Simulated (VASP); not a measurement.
# Os (Pm-3m) in VASP: notebook

Runs on Os. Level: LDA. Tasks: single point, relaxation of cell and atoms.

All numbers are computed with VASP 6.6.1; they aren't measurements. Logs are shortened: lines on timing, memory, paths and dates and some standing lists are left out, and cuts for length are marked.

## 1. The cell of the first run

The structure is cubic, space group Pm-3m (No. 221). Conventional cell: a = 2.516 Å, b = 2.516 Å, c = 2.516 Å, α = 90.00°, β = 90.00°, γ = 90.00°. Os (site symmetry m-3m) has 6 Os at 2.52 Å within 3.3 Å.

## 2. Single point, LDA

Input file INCAR:

```
  ALGO = Normal
  EDIFF = 1E-6
  ENCUT = 600
  GGA_COMPAT = False
  ISIF = 2
  ISMEAR = 0
  LASPH = True
  LCHARG = True
  LELF = True
  LREAL = False
  LVHAR = True
  LWAVE = False
  NBANDS = 10
  NELM = 120
  PREC = Accurate
  SIGMA = 0.1
```

Input file KPOINTS:

```
k-points
0
Gamma
  9 9 9
```

Input file POSCAR:

```
Os
1.0
    2.5158962662      0.0000000000      0.0000000000
    0.0000000000      2.5158962662      0.0000000000
    0.0000000000      0.0000000000      2.5158962662
Os
1
Direct
    0.0000000000      0.0000000000      0.0000000000
```

Potentials or basis: VASP PAW LDA potentials, release 64 (Os).

Started as:

```bash
$ cat potpaw_LDA.64/Os/POTCAR > POTCAR
$ mpirun -np 1 vasp_std > vasp.out
```

OUTCAR:

```text
EDIFF = 1E-6
   ENCUT = 600
   ISIF = 2
   ISMEAR = 0
   LASPH = True
   LREAL = False
   NELM = 120
   PREC = Accurate

 ion  position               nearest neighbor table
   1  0.000  0.000  0.000-

  LATTYP: Found a simple cubic cell.
 ALAT       =     2.5158962662

  Lattice vectors:

 A1 = (   2.5158962662,   0.0000000000,   0.0000000000)
 A2 = (   0.0000000000,   2.5158962662,   0.0000000000)
 A3 = (   0.0000000000,   0.0000000000,   2.5158962662)

Analysis of symmetry for initial positions (statically):
=====================================================================
 Subroutine PRICEL returns:
 Original cell was already a primitive cell.

 Routine SETGRP: Setting up the symmetry group for a
 simple cubic supercell.

 Subroutine GETGRP returns: Found 48 space group operations
 (whereof 48 operations were pure point group operations)
 out of a pool of 48 trial point group operations.

The static configuration has the point symmetry O_h .

Analysis of symmetry for dynamics (positions and initial velocities):
=====================================================================
 Subroutine PRICEL returns:
 Original cell was already a primitive cell.

 Routine SETGRP: Setting up the symmetry group for a
 simple cubic supercell.

 Subroutine GETGRP returns: Found 48 space group operations
 (whereof 48 operations were pure point group operations)
 out of a pool of 48 trial point group operations.

The dynamic configuration has the point symmetry O_h .

 Subroutine INISYM returns: Found 48 space group operations
 (whereof 48 operations are pure point group operations),
 and found     1 'primitive' translations

----------------------------------------------------------------------------------------

                                     Primitive cell

  volume of cell :      15.9250

  direct lattice vectors                    reciprocal lattice vectors
     2.515896266  0.000000000  0.000000000     0.397472667  0.000000000  0.000000000
     0.000000000  2.515896266  0.000000000     0.000000000  0.397472667  0.000000000
     0.000000000  0.000000000  2.515896266     0.000000000  0.000000000  0.397472667

  length of vectors
     2.515896266  2.515896266  2.515896266     0.397472667  0.397472667  0.397472667

  position of ions in fractional coordinates (direct lattice)
     0.000000000  0.000000000  0.000000000

  ion indices of the primitive-cell ions
   primitive index   ion index
                 1           1

----------------------------------------------------------------------------------------

 KPOINTS: k-points

Automatic generation of k-mesh.
 Grid dimensions read from file:
 generate k-points for:    9    9    9

 Generating k-lattice:

  Cartesian coordinates                     Fractional coordinates (reciprocal lattice)
     0.044163630  0.000000000  0.000000000     0.111111111  0.000000000  0.000000000
     0.000000000  0.044163630  0.000000000     0.000000000  0.111111111  0.000000000
     0.000000000  0.000000000  0.044163630     0.000000000  0.000000000  0.111111111

  Length of vectors
     0.044163630  0.044163630  0.044163630

  Shift w.r.t. Gamma in fractional coordinates (k-lattice)
     0.000000000  0.000000000  0.000000000

 Subroutine IBZKPT returns following result:
 ===========================================

 Found     35 irreducible k-points:

 Following reciprocal coordinates:
            Coordinates               Weight
  0.000000  0.000000  0.000000      1.000000
  0.111111  0.000000  0.000000      6.000000
  0.222222  0.000000  0.000000      6.000000
  0.333333  0.000000  0.000000      6.000000
  0.444444  0.000000  0.000000      6.000000
  0.111111  0.111111  0.000000     12.000000
[... 16 lines left out ...]
  0.333333  0.333333  0.111111     24.000000
  0.444444  0.333333  0.111111     48.000000
 [... further k-points ...]
   k-points           NKPTS =     35   k-points in BZ     NKDIM =     35   number of bands    NBANDS=     10
   number of dos      NEDOS =    301   number of ions     NIONS =      1
   total plane-waves  NPLWV =   8000
   dimension x,y,z NGX =    20 NGY =   20 NGZ =   20
   dimension x,y,z NGXF=    40 NGYF=   40 NGZF=   40
   ions per type =               1
   NGX,Y,Z   is equivalent  to a cutoff of  13.22, 13.22, 13.22 a.u.
   NGXF,Y,Z  is equivalent  to a cutoff of  26.43, 26.43, 26.43 a.u.
 SYSTEM =  unknown system
   PREC   = accura    normal or accurate (medium, high low for compatibility)
   ISTART =      0    job   : 0-new  1-cont  2-samecut
   ICHARG =      2    charge: 1-file 2-atom 10-const
   ISPIN  =      1    spin polarized calculation?
   LNONCOLLINEAR =      F non collinear calculations
   LSORBIT =      F    spin-orbit coupling
   LASPH  =      T    aspherical Exc in radial PAW
   ENCUT  =  600.0 eV  44.10 Ry    6.64 a.u.   5.02  5.02  5.02*2*pi/ulx,y,z
   NELM   =    120;   NELMIN=  2; NELMDL= -5     # of ELM steps
   EDIFF  = 0.1E-05   stopping-criterion for ELM
   LREAL  =      F    real-space projection
   EDIFFG = 0.1E-04   stopping-criterion for IOM
   NSW    =      0    number of steps for IOM
   IBRION =     -1    ionic relax: 0-MD 1-quasi-New 2-CG
   NFREE  =      0    steps in history (QN), initial steepest desc. (CG)
   ISIF   =      2    stress and relaxation
   ISYM   =      2    0-nonsym 1-usesym 2-fastsym
   POTIM  = 0.5000    time-step for ionic-motion
   TEBEG  =    0.0;   TEEND  =   0.0 temperature during run
   PSTRESS=    0.0 pullay stress
   NELECT =       8.0000    total number of electrons
   NUPDOWN=      -1.0000    fix difference up-down
   EMIN   =  10.00;   EMAX   =-10.00  energy-range for DOS
   EFERMI =   0.00;   METHOD = LEGACY
   ISMEAR =     0;   SIGMA  =   0.10  broadening in eV -4-tet -1-fermi 0-gaus
   EFERMI_NEDOS =   21; number of points for ismear=-14 and -15
   IALGO  =     38    algorithm
   IMIX   =      4    mixing-type and parameters
     AMIX     =   0.40;   BMIX     =  1.00
     AMIX_MAG =   1.60;   BMIX_MAG =  1.00
  volume/ion in A,a.u.               =      15.92       107.47
  Fermi-wavevector in a.u.,A,eV,Ry     =   1.301404  2.459297 23.043535  1.693652
  Thomas-Fermi vector in A             =   2.432540
   LORBIT       =      0    0 simple, 1 ext, 2 COOP (PROOUT), +10 PAW based schemes
   GGA     = CA    functional components
   LHFCALC =     F    Hartree Fock is set to
   AEXX    =    0.0000 exact exchange contribution
   IVDW    =     0    specifies the selected vdW correction
   LEPSILON=     F    determine dielectric tensor
   LRPA    =     F    only Hartree local field effects (RPA)
 non-spin polarized calculation
 Gauss-broadening in eV      SIGMA  =   0.10
  energy-cutoff  :      600.00
  volume of cell :       15.92
 maximum number of plane-waves:       540
   NGX = 11   NGY = 11   NGZ = 11

 number of electron       8.0000000 magnetization

 Free energy of the ion-electron system (eV)
  ---------------------------------------------------
  ext. energy  EPLUGINS =         0.00000000
  ---------------------------------------------------
  free energy    TOTEN  =       -11.06795987 eV

  energy without entropy =      -11.06189287  energy(sigma->0) =      -11.06492637

 E-fermi :   7.8271     XC(G=0): -13.2963

 val. band max:        7.7066337054   @ k =   0.3333   0.3333   0.0000
 cond. band min:       7.8511693836   @ k =   0.2222   0.1111   0.0000
 fundamental gap:      0.1445356782
 Fermi energy:         7.8270660736

 k-point     1 :       0.0000    0.0000    0.0000
  band No.  band energies     occupation
      1      -2.0747      2.00000
      2       1.3656      2.00000
      3       1.3656      2.00000
      4      10.1413      0.00000
      5      10.1413      0.00000
      6      10.1413      0.00000
      7      23.5717      0.00000
      8      23.5717      0.00000
      9      23.5717      0.00000
     10      29.9564      0.00000

 k-point     2 :       0.1111    0.0000    0.0000
  band No.  band energies     occupation
      1      -1.6684      2.00000
      2       1.4606      2.00000
      3       1.8133      2.00000
      4       9.6035      0.00000
      5       9.6035      0.00000
      6      10.1826      0.00000
      7      21.5064      0.00000
      8      24.3895      0.00000
      9      24.3895      0.00000
     10      30.4039      0.00000

 k-point     3 :       0.2222    0.0000    0.0000
  band No.  band energies     occupation
      1      -0.7000      2.00000
      2       1.7105      2.00000
      3       3.1629      2.00000
      4       8.4419      0.00000
      5       8.4419      0.00000
      6      10.2887      0.00000
      7      18.4101      0.00000
      8      26.3174      0.00000
      9      26.3174      0.00000
     10      27.2507      0.00000

 k-point     4 :       0.3333    0.0000    0.0000
  band No.  band energies     occupation
      1       0.3593      2.00000
      2       2.0126      2.00000
      3       5.0468      2.00000
      4       7.3475      2.00000
      5       7.3475      2.00000
      6      10.4117      0.00000
      7      16.1533      0.00000
      8      24.9134      0.00000
      9      28.4932      0.00000
     10      28.4932      0.00000
[... 222 lines left out ...]
 k-point    22 :       0.4444    0.2222    0.1111
  band No.  band energies     occupation
      1       2.5823      2.00000
      2       3.0824      2.00000
      3       4.7255      2.00000
      4       5.8431      2.00000
      5       8.4473      0.00000
      6      10.7487      0.00000
      7      15.9223      0.00000
      8      24.5054      0.00000
      9      26.2261      0.00000
     10      27.3693      0.00000

 k-point    23 :       0.3333    0.3333    0.1111
  band No.  band energies     occupation
      1       1.9762      2.00000
      2       3.0973      2.00000
      3       6.4199      2.00000
      4       6.4736      2.00000
      5       7.9867      0.02400
      6       9.0475      0.00000
      7      18.4433      0.00000
      8      21.2036      0.00000
      9      26.6435      0.00000
     10      28.6483      0.00000

 k-point    24 :       0.4444    0.3333    0.1111
  band No.  band energies     occupation
      1       1.6021      2.00000
      2       3.2955      2.00000
      3       6.0663      2.00000
      4       6.6145      2.00000
      5       8.5185      0.00000
      6      11.7843      0.00000
      7      16.0720      0.00000
      8      22.3726      0.00000
      9      24.4828      0.00000
     10      28.3643      0.00000

 [... further k-points ...]

------------------------ aborting loop because EDIFF is reached ----------------------------------------

  FORCE on cell =-STRESS in cart. coord.  units (eV):
  Direction    XX          YY          ZZ          XY          YZ          ZX
  --------------------------------------------------------------------------------------
  -------------------------------------------------------------------------------------
  Total        0.0181967      0.0181967      0.0181967     -0.0000000     -0.0000000     -0.0000000
  in kB        1.8307336      1.8307336      1.8307336     -0.0000000     -0.0000000     -0.0000000
  external PRESSURE =       1.8307336 kB  Pullay stress =       0.0000000 kB

 VOLUME and BASIS-vectors are now :
 -----------------------------------------------------------------------------
  energy-cutoff  :      600.00
  volume of cell :       15.92
      direct lattice vectors                 reciprocal lattice vectors
     2.515896266  0.000000000  0.000000000     0.397472667  0.000000000  0.000000000
     0.000000000  2.515896266  0.000000000     0.000000000  0.397472667  0.000000000
     0.000000000  0.000000000  2.515896266     0.000000000  0.000000000  0.397472667

 POSITION                                       TOTAL-FORCE (eV/Angst)
 -----------------------------------------------------------------------------------
      0.00000      0.00000      0.00000         0.000000      0.000000      0.000000
 -----------------------------------------------------------------------------------
    total drift:                               -0.000000      0.000000     -0.000000

  FREE ENERGIE OF THE ION-ELECTRON SYSTEM (eV)
  ---------------------------------------------------
  free  energy   TOTEN  =       -11.0679598706 eV

  energy  without entropy=      -11.0618928736  energy(sigma->0) =      -11.06492637
```

Run time: 9.4 s. Hardware: 1 thread of AMD EPYC 7R13, shared host; peak memory 0.09 GiB.

Results:

| Property | Result |
| --- | --- |
| Free energy | -11.0680 eV |
| Pressure | 0.2 GPa |
| Band gap on the k mesh | zero (band 4 reaches 12.07 eV, above the bottom of band 5 at 6.72 eV) |

Levels at points of the mesh, in eV from the Fermi level:
```
           k point  band 2  band 3  band 4  band 5  band 6  band 7
(0.00, 0.00, 0.00)   -6.46   -6.46    2.31    2.31    2.31   15.74
```

Caveat: spin-orbit coupling is left out, which moves the levels of the heavy elements.

## 3. Relaxation of cell and atoms, LDA

This run uses another cell than the first one, of 15.44 Å³/atom, 0.969 times its volume.

Input file INCAR:

```
PREC = Accurate ; ENCUT = 600
EDIFF = 1E-7 ; ISMEAR = 0
SIGMA = 0.1 ; LREAL = F
LASPH = T ; NELM = 120
ALGO = Normal ; ISIF = 3
LWAVE = F ; LCHARG = F
IBRION = 2 ; NSW = 60
EDIFFG = -0.02 ; GGA_COMPAT = F
NELMIN = 4
```

Input file KPOINTS:

```
Automatic mesh
0
Gamma
  9 9 9
```

Input file POSCAR:

```
Os
1.0
    2.4900000000      0.0000000000      0.0000000000
    0.0000000000      2.4900000000      0.0000000000
    0.0000000000      0.0000000000      2.4900000000
Os
1
Direct
    0.0000000000      0.0000000000      0.0000000000
```

Potentials or basis: VASP PAW LDA potentials, release 64 (Os).

Started as:

```bash
$ cat potpaw_LDA.64/Os/POTCAR > POTCAR
$ mpirun -np 1 vasp_std > vasp.out
```

OUTCAR:

```text
PREC = Accurate
   ENCUT = 600
   EDIFF = 1E-7
   ISMEAR = 0
   LREAL = F
   LASPH = T
   NELM = 120
   ISIF = 3
   IBRION = 2
   NSW = 60
   EDIFFG = -0.02
   NELMIN = 4

 ion  position               nearest neighbor table
   1  0.000  0.000  0.000-

  LATTYP: Found a simple cubic cell.
 ALAT       =     2.4900000000

  Lattice vectors:

 A1 = (   2.4900000000,   0.0000000000,   0.0000000000)
 A2 = (   0.0000000000,   2.4900000000,   0.0000000000)
 A3 = (   0.0000000000,   0.0000000000,   2.4900000000)

Analysis of symmetry for initial positions (statically):
=====================================================================
 Subroutine PRICEL returns:
 Original cell was already a primitive cell.

 Routine SETGRP: Setting up the symmetry group for a
 simple cubic supercell.

 Subroutine GETGRP returns: Found 48 space group operations
 (whereof 48 operations were pure point group operations)
 out of a pool of 48 trial point group operations.

The static configuration has the point symmetry O_h .

Analysis of symmetry for dynamics (positions and initial velocities):
=====================================================================
[... 167 lines left out ...]
  in kB      107.2086401    107.2086401    107.2086401      0.0000000      0.0000000      0.0000000
  external PRESSURE =     107.2086401 kB  Pullay stress =       0.0000000 kB
[... 92 lines left out ...]
--------------------------------------- Ionic step        4  -------------------------------------------

 number of electron       8.0000000 magnetization

 Free energy of the ion-electron system (eV)
  ---------------------------------------------------
  ext. energy  EPLUGINS =         0.00000000
  ---------------------------------------------------
  free energy    TOTEN  =       -11.06774478 eV

  energy without entropy =      -11.06167634  energy(sigma->0) =      -11.06471056

 E-fermi :   7.8190     XC(G=0): -13.2933

 val. band max:        7.6987815763   @ k =   0.3333   0.3333   0.0000
 cond. band min:       7.8432825116   @ k =   0.2222   0.1111   0.0000
 fundamental gap:      0.1445009354
 Fermi energy:         7.8190437024

 k-point     1 :       0.0000    0.0000    0.0000
  band No.  band energies     occupation
      1      -2.0778      2.00000
      2       1.3626      2.00000
      3       1.3626      2.00000
      4      10.1311      0.00000
      5      10.1311      0.00000
      6      10.1311      0.00000
      7      23.5597      0.00000
      8      23.5597      0.00000
[... 243 lines left out ...]
 k-point    24 :       0.4444    0.3333    0.1111
  band No.  band energies     occupation
      1       1.5994      2.00000
      2       3.2903      2.00000
      3       6.0600      2.00000
      4       6.6075      2.00000
      5       8.5096      0.00000
      6      11.7739      0.00000
      7      16.0589      0.00000
      8      22.3590      0.00000

 [... further k-points ...]

------------------------ aborting loop because EDIFF is reached ----------------------------------------

  FORCE on cell =-STRESS in cart. coord.  units (eV):
  Direction    XX          YY          ZZ          XY          YZ          ZX
  --------------------------------------------------------------------------------------
  -------------------------------------------------------------------------------------
  Total       -0.0024453     -0.0024453     -0.0024453     -0.0000000      0.0000000      0.0000000
  in kB       -0.2458778     -0.2458778     -0.2458778     -0.0000000      0.0000000      0.0000000
  external PRESSURE =      -0.2458778 kB  Pullay stress =       0.0000000 kB
[... 16 lines left out ...]
  FREE ENERGIE OF THE ION-ELECTRON SYSTEM (eV)
  ---------------------------------------------------
  free  energy   TOTEN  =       -11.0677447846 eV

  energy  without entropy=      -11.0616763355  energy(sigma->0) =      -11.06471056

 reached required accuracy - stopping structural energy minimisation
```

OSZICAR:

```text
N       E                     dE             d eps       ncg     rms          rms(c)
DAV:   1     0.337434805820E+02    0.33743E+02   -0.46513E+03   576   0.103E+03
DAV:   2    -0.104269507689E+02   -0.44170E+02   -0.42280E+02   576   0.220E+02
DAV:   3    -0.115581561142E+02   -0.11312E+01   -0.11271E+01   720   0.354E+01
[... 33 lines left out ...]
DAV:   2    -0.110677541028E+02    0.66837E-04   -0.13995E-04   656   0.115E-01    0.410E-02
DAV:   3    -0.110677443008E+02    0.98020E-05   -0.44496E-05   736   0.604E-02    0.472E-03
DAV:   4    -0.110677446502E+02   -0.34939E-06   -0.51186E-07   656   0.547E-03    0.233E-03
DAV:   5    -0.110677447753E+02   -0.12510E-06   -0.14655E-07   640   0.273E-03    0.697E-04
DAV:   6    -0.110677447846E+02   -0.93428E-08   -0.10034E-08   304   0.107E-03
   4 F= -.11067745E+02 E0= -.11064711E+02  d E =-.160625E-01
```

CONTCAR:

```text
Os
   1.00000000000000
     2.5163667759774886    0.0000000000000000    0.0000000000000000
     0.0000000000000000    2.5163667759774886    0.0000000000000000
    -0.0000000000000000    0.0000000000000000    2.5163667759774886
  Os
     1
Direct
     0.0000000000000000    0.0000000000000000    0.0000000000000000

  0.00000000E+00  0.00000000E+00  0.00000000E+00
```

It took 16 s on 1 thread of AMD EPYC 7R13, shared host; peak memory 0.1 GiB.

What came out:

```yaml
Free_energy: -11.0677 eV
Relaxed_volume: 15.93 Å³/atom
Relaxed_cell: a = 2.516 Å, b = 2.516 Å, c = 2.516 Å, α = 90.00°, β = 90.00°, γ = 90.00°
Space_group_after_relaxing_to_0.05_Å: Pm-3m (No. 221)
Energy_gained_by_relaxing: 16.1 meV/atom
Ionic_steps: 4
Pressure_after_relaxing: 0.0 GPa
Band_gap_on_the_k_mesh: zero (band 4 reaches 12.06 eV, above the bottom of band 5 at 6.71 eV)
```

Step by step:
```csv
step,energy change (eV),largest force (eV/Å),pressure (GPa),volume (Å³)
1,0.0000,0.0000,10.72,15.44
2,0.1695,0.0000,-27.60,17.86
3,-0.0160,0.0000,-0.51,15.96
4,-0.0161,0.0000,-0.02,15.93
```

Final structure:
```
Os
1.0
     2.51637    0.00000    0.00000
     0.00000    2.51637    0.00000
     0.00000    0.00000    2.51637
Os
1
Direct
  0.00000 0.00000 0.00000
```

Levels at points of the mesh, in eV from the Fermi level:
```
           k point  band 1  band 2  band 3  band 4  band 5  band 6  band 7  band 8
(0.00, 0.00, 0.00)   -9.90   -6.46   -6.46    2.31    2.31    2.31   15.74   15.74
```

Caveat: spin-orbit coupling is left out, which moves the levels of the heavy elements.
